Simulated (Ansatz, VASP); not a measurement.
## One calculation of PtSe2, two programs

Contents of INCAR:

```
PREC = Accurate ; ENCUT = 600
EDIFF = 1E-6 ; ISMEAR = -1
SIGMA = 0.05 ; LREAL = False
LASPH = True ; NELM = 60
ALGO = Normal ; ISIF = 3
LWAVE = False ; LCHARG = False
GGA = B5 ; ALDAX = 1.0
AGGAX = 1.0 ; AGGAC = 1.0
ALDAC = 0.0 ; IVDW = 12
VDW_S6 = 1.0 ; VDW_S8 = 2.6996
VDW_A1 = 0.4298 ; VDW_A2 = 4.2359
IBRION = 2 ; NSW = 60
EDIFFG = -0.01
```

Contents of KPOINTS:

```
Automatic mesh
0
Gamma
  8 8 5
```

File POSCAR:

```
PtSe2
1.0
    3.7240000000      0.0000000000      0.0000000000
   -1.8620000000      3.2250786037      0.0000000000
    0.0000000000      0.0000000000      5.0620000000
Pt Se
1 2
Direct
    0.0000000000      0.0000000000      0.0000000000
    0.6666666667      0.3333333333      0.7500000000
    0.3333333333      0.6666666667      0.2500000000
```

File input.yaml:

```yaml
crystal:
  lattice:
    - [3.724, 0.0, 0.0]
    - [-1.862, 3.2250786037, 0.0]
    - [0.0, 0.0, 5.062]
  atoms:
    - { symbol: Pt, position: [0.0, 0.0, 0.0] }
    - { symbol: Se, position: [0.6666666667, 0.3333333333, 0.75] }
    - { symbol: Se, position: [0.3333333333, 0.6666666667, 0.25] }
hamiltonian:
  xc: blyp
  pseudopotentials: { kind: paw }
  dispersion: d3bj
kpoints:
  mp_grid: { grid: [8, 8, 5] }
scf:
  occupations: { method: fermi_dirac, width: 0.05 }
output:
  forces: true
  stress: true
relax:
  f_tol: 0.01
  max_steps: 40
  cell: { stress_tol: 0.05 }
```

Alike in both runs: task relaxation of cell and atoms; functional BLYP; dispersion D3(BJ); k mesh 8 × 8 × 5; occupations fermi-dirac, width 0.05 eV; no spin polarisation.

```csv
,VASP,Ansatz
version,VASP 6.6.1,Ansatz 0.2.0
potentials or method,"VASP PAW PBE potentials, release 64 (Pt, Se)",Ansatz PAW
plane-wave cutoff (eV),600,420
valence electrons in the cell,22,50
```

|  | VASP | Ansatz | Ansatz less VASP |
| --- | --- | --- | --- |
| relaxed volume (Å³/atom) | 20.09 | 20.00 | -0.094 |
| relaxed cell length with the largest relative difference (Å) | 3.793 | 3.786 | -0.0064 |

VASP's potentials were made for PBE, not for BLYP. VASP's potentials hold 22 valence electrons a cell and Ansatz's 50, so a difference there can come from the potentials and not from the codes.

Spin-orbit coupling is off throughout. Noted on Ansatz's run: the plane-wave basis is chosen anew once the cell has moved, so the energies of steps on either side of that aren't comparable.
